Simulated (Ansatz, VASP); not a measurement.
## CdS: VASP beside Ansatz

```
CELL_PARAMETERS angstrom
0.00000 2.93990 2.93990
2.93990 0.00000 2.93990
2.93990 2.93990 0.00000
ATOMIC_POSITIONS crystal
Cd 0.00000 0.00000 0.00000
S 0.25000 0.25000 0.25000
```

Alike in both runs: functional r2SCAN; k mesh 8 × 8 × 8; occupations fermi-dirac, width 0.02 eV; no spin polarisation.

Ansatz relaxed the structure, and its values are those at the end. VASP's run is a single point on that final structure, the one shown.

|  | VASP | Ansatz |
| --- | --- | --- |
| version | VASP 6.6.1 | Ansatz 0.2.0 |
| potentials or method | VASP PAW PBE potentials, release 64 (Cd, S), cutoff 520 eV | PAW plane waves |
| valence electrons in the cell | 18 | 26 |

|  | VASP | Ansatz | Ansatz less VASP |
| --- | --- | --- | --- |
| gap on the k mesh at the Fermi level (eV) | 1.54 | 1.54 | 0.000 |
| pressure (GPa) | 0.2 | 0.0 | -0.26 |

VASP's potentials were made for PBE, not for r2SCAN. VASP's potentials hold 18 valence electrons a cell and Ansatz's 26, so a difference there can come from the potentials and not from the codes. Ansatz's warnings: stress scf threshold loose.
